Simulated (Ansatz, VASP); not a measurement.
# Nb3Sn: VASP beside Ansatz

```
Nb Sn
1.0
     4.17783    0.00000    0.00000
     0.00000    4.17783    0.00000
     0.00000    0.00000    4.17783
Nb Sn
3 1
Direct
  0.00000 0.50000 0.50000
  0.50000 0.00000 0.50000
  0.50000 0.50000 0.00000
  0.00000 0.00000 0.00000
```

Alike in both runs: task relaxation of cell and atoms; functional r2SCAN; k mesh 4 × 4 × 4; occupations gaussian, width 0.1 eV; no spin polarisation.

|  | VASP | Ansatz |
| --- | --- | --- |
| version | VASP 6.6.1 | Ansatz 0.2.0 |
| potentials or method | VASP PAW PBE potentials, release 64 (Nb_sv, Sn_d), cutoff 600 eV | scalar-relativistic, plane waves, PAW |
| valence electrons in the cell | 53 | 53 |

```csv
,VASP,Ansatz,Ansatz less VASP
"gap on the k mesh at the Fermi level, each at its own relaxed structure (eV)",none,none,-
relaxed volume (Å³/atom),18.78,18.77,-0.001
relaxed cell length with the largest relative difference (Å),4.219,4.219,-0.0001
```

VASP's potentials were made for PBE, not for r2SCAN. A gap of «none» marks a metal or a gap that the smearing closes.

The k mesh is coarse, so the values compare programs but aren't converged.
